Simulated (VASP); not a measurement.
Here is a VASP 6.6.1 calculation.

POSCAR

```
NaCl
1.0
    0.0000000000      2.8026988254      2.8026988254
    2.8026988254      0.0000000000      2.8026988254
    2.8026988254      2.8026988254      0.0000000000
Na Cl
1 1
Direct
    0.0000000000      0.0000000000      0.0000000000
    0.5000000000      0.5000000000      0.5000000000
```

INCAR.step1

```
  ALGO = Normal
  EDIFF = 1E-5
  ENCUT = 520
  GGA = PE
  ISIF = 2
  ISMEAR = 0
  LASPH = True
  LCHARG = False
  LREAL = False
  LWAVE = True
  NBANDS = 14
  NELM = 100
  PREC = Accurate
  SIGMA = 0.01
```

The input INCAR.step2:

```
  AEXX = 0.25
  ALGO = Normal
  EDIFF = 1E-6
  ENCUT = 520
  GGA = PE
  ISIF = 2
  ISMEAR = 0
  ISTART = 1
  LASPH = True
  LCHARG = False
  LHFCALC = True
  LREAL = False
  LWAVE = False
  NBANDS = 14
  NELM = 100
  PREC = Accurate
  PRECFOCK = Normal
  SIGMA = 0.01
```

The input KPOINTS:

```
k-points
0
Gamma
  6 6 6
```

Potentials or basis: VASP PAW PBE potentials, release 64 (Na_pv, Cl).

The run is started by

```bash
$ cat potpaw_PBE.64/Na_pv/POTCAR potpaw_PBE.64/Cl/POTCAR > POTCAR
$ cp INCAR.step1 INCAR
$ mpirun -np 1 vasp_std > vasp.out
$ cp INCAR.step2 INCAR
$ mpirun -np 1 vasp_std > vasp.out
```

Q: Predict the pressure.

A: 0.6 GPa.

Q: What does it give for the band gap on the k mesh?

A: 7.28 eV.

Caveat: the PAW data sets were made with another functional, which shifts forces and pressure a little.
